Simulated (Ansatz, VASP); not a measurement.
## Two plane-wave programs on AlRu

```
Ru Al
1.0
     3.00436    0.00000    0.00000
     0.00000    3.00436    0.00000
     0.00000    0.00000    3.00436
Ru Al
1 1
Cartesian
  0.0000 0.0000 0.0000
  1.5022 1.5022 1.5022
```

Alike in both runs: functional PBE; k mesh 15 × 15 × 15; occupations fermi-dirac, width 0.1 eV; no spin polarisation.

Ansatz relaxed the structure, and its values are those at the end. VASP's run is a single point on that final structure, the one shown.

```csv
,VASP,Ansatz
version,VASP 6.6.1,Ansatz 0.2.0
potentials or method,"VASP PAW PBE potentials, release 64 (Ru_pv, Al)","PAW with Ansatz's default frozen-core files, scalar-relativistic"
plane-wave cutoff (eV),520,420
valence electrons in the cell,17,19
```

|  | VASP | Ansatz | Ansatz less VASP |
| --- | --- | --- | --- |
| pressure (GPa) | 0.0 | 0.0 | +0.04 |

With one functional, cell and mesh, what is left measures potentials, basis and numerics. VASP's potentials hold 17 valence electrons a cell and Ansatz's 19, so a difference there can come from the potentials and not from the codes.
